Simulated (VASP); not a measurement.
SiC:

```xyz
2
Lattice="0.0000 1.8470 1.8470 1.8470 0.0000 1.8470 1.8470 1.8470 0.0000" Properties=species:S:1:pos:R:3 pbc="T T T"
Si    0.0000    0.0000    0.0000
C     1.8470    1.8470    1.8470
```

```yaml
Program: VASP 6.6.1
Task: relaxation of cell and atoms
Functional: PBEsol
Potentials_or_basis: VASP PAW PBE potentials, release 64 (Si, C)
Cutoff: 600 eV
k_mesh: 10 × 10 × 10
Occupations: gaussian, width 0.1 eV
Spin: no spin polarisation
```

At the start: pressure 121.9 GPa; volume 6.30 Å³/atom.

Problem. Where does the relaxation end?

Solution. Over 5 steps the energy falls by 579.0 meV/atom and the volume is 8.23 Å³/atom (+30.6 %); space group Fm-3m (No. 225, to 0.05 Å).

The path:
```csv
step,energy change (eV),largest force (eV/Å),pressure (GPa),volume (Å³)
1,0.0000,0.0000,121.87,12.60
2,0.1295,0.0000,-42.15,23.52
3,-1.1542,0.0000,-3.95,16.77
4,-1.1575,0.0000,-1.57,16.58
5,-1.1580,0.0000,0.05,16.46
```

Final structure:
```
CELL_PARAMETERS angstrom
0.00000 2.01894 2.01894
2.01894 0.00000 2.01894
2.01894 2.01894 0.00000
ATOMIC_POSITIONS crystal
Si 0.00000 0.00000 0.00000
C 0.50000 0.50000 0.50000
```

Caveat: the volume moved by over 15 % at a fixed basis, so the end points are rough; the PAW data sets were made with another functional, which shifts forces and pressure a little.
